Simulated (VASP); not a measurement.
# H3CCl in VASP: notebook

H3CCl is run at these levels: PBE+D3(BJ); tasks: single point.

All numbers are computed with VASP 6.6.1; they aren't measurements. Logs are shortened: lines on timing, memory, paths and dates and some standing lists are left out, and cuts for length are marked.

## (1) The cell of the first run

The cell holds a disordered packing, 30 atoms: a = 7.920 Å, b = 7.920 Å, c = 7.920 Å, α = 90.00°, β = 90.00°, γ = 90.00°.

## (2) Single point, PBE+D3(BJ)

File INCAR:

```
SYSTEM = H3CCl
  ALGO = Normal
  EDIFF = 1E-6
  ENCUT = 520
  GGA = PE
  ISIF = 2
  ISMEAR = -1
  IVDW = 12
  LASPH = .True.
  LCHARG = .False.
  LREAL = Auto
  LWAVE = .False.
  NBANDS = 63
  NELM = 60
  PREC = Accurate
  SIGMA = 0.02
```

File KPOINTS:

```
k-points
0
Gamma
  1 1 1
  0 0 0
```

File POSCAR:

```
H3CCl
1.0
    7.9200370000      0.0000000000      0.0000000000
    0.0000000000      7.9200370000      0.0000000000
    0.0000000000      0.0000000000      7.9200370000
C Cl H
6 6 18
Direct
    0.5279829176      0.9463550413      0.5769103951
    0.0608094764      0.5226751788      0.3914417042
    0.9210020915      0.2388796677      0.7712721684
    0.6165835533      0.7792748135      0.0347953410
    0.5058577556      0.2629316174      0.1253320048
    0.0962825466      1.0040305616      0.3789792402
    0.4646702595      0.7592928628      0.4668634122
   -0.1397378548      0.6109149306      0.4514618882
    1.1337720248      0.2870840322      0.8378309072
    0.4343892004      0.6945160746     -0.0692424257
    0.4555773005      0.3313384471      0.3360021324
   -0.0880246769      1.0845317537      0.2728073482
    0.6192959829      0.9091920376      0.6732645760
    0.5850022310      1.0329771803      0.4861149310
    0.4164944277      1.0030620206      0.6353323782
    0.1143330610      0.6006396803      0.2907802306
    0.1437280359      0.5233150865      0.5017594846
    0.0387372925      0.3943073078      0.3457948966
    0.9230311953      0.1196355652      0.7013108185
    0.8422472340      0.2271026129      0.8849581514
    0.8766371619      0.3416561299      0.6902594184
    0.6292878606      0.9119594234     -0.0016081047
    0.5981046684      0.7679149818      0.1711454779
    0.7276576673      0.7079689024     -0.0060670281
    0.4950823530      0.3720507357      0.0409276580
    0.6355771363      0.2145841553      0.1272196538
    0.4162142612      0.1642426042      0.0889448441
    0.0544926703      0.9116637912      0.4733863309
    0.1770369914      0.9422968443      0.2850907217
    0.1622395745      1.1106862593      0.4378027449
```

Potentials or basis: VASP PAW PBE potentials, release 64 (C, Cl, H).

Launch:

```sh
> cat potpaw_PBE.64/C/POTCAR potpaw_PBE.64/Cl/POTCAR potpaw_PBE.64/H/POTCAR > POTCAR
> mpirun -np 1 vasp_gam > vasp.out
```

OUTCAR:

```text
SYSTEM = H3CCl
   EDIFF = 1E-6
   ENCUT = 520
   GGA = PE
   ISIF = 2
   ISMEAR = -1
   IVDW = 12
   LASPH = .True.
   LREAL = Auto
   NELM = 60
   PREC = Accurate
 IVDW          = 12

 ion  position               nearest neighbor table
   1  0.528  0.946  0.577-  14 1.09  13 1.09  15 1.09   7 1.79
   2  0.061  0.523  0.391-  17 1.09  18 1.09  16 1.09   8 1.80
   3  0.921  0.239  0.771-  21 1.09  19 1.10  20 1.10   9 1.81
   4  0.617  0.779  0.035-  23 1.09  24 1.09  22 1.09  10 1.79
   5  0.506  0.263  0.125-  27 1.09  25 1.10  26 1.10  11 1.80
   6  0.096  0.004  0.379-  29 1.10  30 1.10  28 1.10  12 1.80
   7  0.465  0.759  0.467-   1 1.79
   8  0.860  0.611  0.451-   2 1.80
   9  0.134  0.287  0.838-   3 1.81
  10  0.434  0.695  0.931-   4 1.79
  11  0.456  0.331  0.336-   5 1.80
  12  0.912  0.085  0.273-   6 1.80
[... 16 lines left out ...]
  29  0.177  0.942  0.285-   6 1.10
  30  0.162  0.111  0.438-   6 1.10

  LATTYP: Found a simple cubic cell.
 ALAT       =     7.9200370000

  Lattice vectors:

 A1 = (   7.9200370000,   0.0000000000,   0.0000000000)
 A2 = (   0.0000000000,   7.9200370000,   0.0000000000)
 A3 = (   0.0000000000,   0.0000000000,   7.9200370000)

Analysis of symmetry for initial positions (statically):
=====================================================================
 Subroutine PRICEL returns:
 Original cell was already a primitive cell.

 Routine SETGRP: Setting up the symmetry group for a
 simple cubic supercell.

 Subroutine GETGRP returns: Found  1 space group operations
 (whereof  1 operations were pure point group operations)
 out of a pool of 48 trial point group operations.

The static configuration has the point symmetry C_1 .

Analysis of symmetry for dynamics (positions and initial velocities):
=====================================================================
 Subroutine PRICEL returns:
 Original cell was already a primitive cell.

 Routine SETGRP: Setting up the symmetry group for a
 simple cubic supercell.

 Subroutine GETGRP returns: Found  1 space group operations
 (whereof  1 operations were pure point group operations)
 out of a pool of 48 trial point group operations.

The dynamic configuration has the point symmetry C_1 .

 Subroutine INISYM returns: Found  1 space group operations
 (whereof  1 operations are pure point group operations),
 and found     1 'primitive' translations

----------------------------------------------------------------------------------------
[... 131 lines left out ...]
   ISIF   =      2    stress and relaxation
   ISYM   =      2    0-nonsym 1-usesym 2-fastsym
   POTIM  = 0.5000    time-step for ionic-motion
   TEBEG  =    0.0;   TEEND  =   0.0 temperature during run
   PSTRESS=    0.0 pullay stress
   NELECT =      84.0000    total number of electrons
   NUPDOWN=      -1.0000    fix difference up-down
   EMIN   =  10.00;   EMAX   =-10.00  energy-range for DOS
   EFERMI =   0.00;   METHOD = LEGACY
   ISMEAR =    -1;   SIGMA  =   0.02  broadening in eV -4-tet -1-fermi 0-gaus
   EFERMI_NEDOS =   21; number of points for ismear=-14 and -15
   IALGO  =     38    algorithm
   IMIX   =      4    mixing-type and parameters
     AMIX     =   0.40;   BMIX     =  1.00
     AMIX_MAG =   1.60;   BMIX_MAG =  1.00
  volume/ion in A,a.u.               =      16.56       111.75
  Fermi-wavevector in a.u.,A,eV,Ry     =   0.905261  1.710696 11.149952  0.819498
  Thomas-Fermi vector in A             =   2.028808
   LORBIT       =      0    0 simple, 1 ext, 2 COOP (PROOUT), +10 PAW based schemes
   GGA     = PE    functional components
   LHFCALC =     F    Hartree Fock is set to
   AEXX    =    0.0000 exact exchange contribution
   IVDW    =    12    specifies the selected vdW correction
   LEPSILON=     F    determine dielectric tensor
   LRPA    =     F    only Hartree local field effects (RPA)
 non-spin polarized calculation
  energy-cutoff  :      520.00
  volume of cell :      496.80
 maximum number of plane-waves:      6651
 NGX is ok and might be reduce to    60
   NGX = 29   NGY = 29   NGZ = 29

 number of electron      84.0000003 magnetization

 Free energy of the ion-electron system (eV)
  ---------------------------------------------------
  ext. energy  EPLUGINS =         0.00000000
  ---------------------------------------------------
  free energy    TOTEN  =      -134.85663502 eV

  energy without entropy =     -134.85663502  energy(sigma->0) =     -134.85663502

 E-fermi :  -2.6932     XC(G=0):  -6.2356

 val. band max:       -3.1922758763   @ k =   0.0000   0.0000   0.0000
 cond. band min:       2.3033021512   @ k =   0.0000   0.0000   0.0000
 fundamental gap:      5.4955780275
 Fermi energy:        -2.6932087297

 k-point     1 :       0.0000    0.0000    0.0000
  band No.  band energies     occupation
      1     -17.8170      2.00000
      2     -17.7209      2.00000
      3     -17.6658      2.00000
      4     -17.6515      2.00000
      5     -17.5890      2.00000
      6     -17.4298      2.00000
[... 46 lines left out ...]
     53       4.7606      0.00000
     54       4.9100      0.00000
 [bands above 54 left out]

------------------------ aborting loop because EDIFF is reached ----------------------------------------

 Edisp (eV)   -1.45579

 E8    (eV) :    -0.3847

  FORCE on cell =-STRESS in cart. coord.  units (eV):
  Direction    XX          YY          ZZ          XY          YZ          ZX
  --------------------------------------------------------------------------------------
  -------------------------------------------------------------------------------------
  Total      -1.84579    -0.74228    -1.56203    -0.20753    -0.41981    -0.12545
  in kB      -5.95266    -2.39384    -5.03754    -0.66929    -1.35389    -0.40456
  external pressure =       -4.46 kB  Pullay stress =        0.00 kB

 VOLUME and BASIS-vectors are now :
 -----------------------------------------------------------------------------
  energy-cutoff  :      520.00
  volume of cell :      496.80
      direct lattice vectors                 reciprocal lattice vectors
     7.920037000  0.000000000  0.000000000     0.126262036  0.000000000  0.000000000
     0.000000000  7.920037000  0.000000000     0.000000000  0.126262036  0.000000000
     0.000000000  0.000000000  7.920037000     0.000000000  0.000000000  0.126262036

 POSITION                                       TOTAL-FORCE (eV/Angst)
 -----------------------------------------------------------------------------------
      4.18164      7.49517      4.56915        -0.034144     -0.093769     -0.058363
      0.48161      4.13961      3.10023        -0.081596      0.111542      0.011808
      7.29437      1.89194      6.10850         0.142321      0.003509      0.173795
      4.88336      6.17189      0.27558        -0.080037     -0.021926     -0.103017
      4.00641      2.08243      0.99263        -0.025268      0.058344      0.164292
      0.76256      0.03192      3.00153        -0.053541      0.014241     -0.027720
[... 22 lines left out ...]
      1.40214      7.46303      2.25793        -0.051310      0.069213      0.045169
      1.28494      0.87664      3.46741        -0.051017     -0.100095     -0.077561
 -----------------------------------------------------------------------------------
    total drift:                               -0.009873     -0.002239      0.012258

  FREE ENERGIE OF THE ION-ELECTRON SYSTEM (eV)
  ---------------------------------------------------
  free  energy   TOTEN  =      -136.3124216552 eV

  energy  without entropy=     -136.3124216552  energy(sigma->0) =     -136.31242166
```

Run time: 48 s. Hardware: 1 thread of AMD EPYC 7R13 (Zen 3), shared host; peak memory 0.41 GiB.

Results:

```
Free energy                : -136.3124 eV
Pressure                   : -0.4 GPa
Largest force              : 0.332 eV/Å
Dispersion energy per atom : -0.049 eV
```

Forces on the atoms (eV/Å):
```
C   -0.034 -0.094 -0.058
C   -0.082  0.112  0.012
C    0.142  0.004  0.174
C   -0.080 -0.022 -0.103
C   -0.025  0.058  0.164
C   -0.054  0.014 -0.028
Cl  -0.011  0.072  0.073
Cl   0.164 -0.070 -0.062
Cl  -0.298 -0.077 -0.125
Cl   0.078  0.019  0.060
Cl   0.046 -0.008 -0.226
Cl   0.171 -0.089  0.125
H    0.046 -0.034  0.065
H    0.013  0.022 -0.029
H   -0.020  0.009  0.007
H   -0.004 -0.012  0.017
H    0.003  0.003  0.015
H   -0.026 -0.025 -0.003
H    0.027  0.034  0.038
H    0.131  0.035 -0.137
H    0.002  0.009  0.019
H   -0.003  0.015  0.010
H   -0.007  0.004  0.065
H    0.010 -0.015  0.004
H   -0.009 -0.022  0.053
H   -0.090  0.015 -0.023
H    0.027  0.007  0.019
H   -0.014  0.069 -0.094
H   -0.051  0.069  0.045
H   -0.051 -0.100 -0.078
```

Stress tensor (GPa, compression positive):
```
-0.60 -0.07 -0.04
-0.07 -0.24 -0.14
-0.04 -0.14 -0.50
```

Caveat: the k points lie up to 0.79 Å⁻¹ apart.

(Part 1 of 3 ends here.)
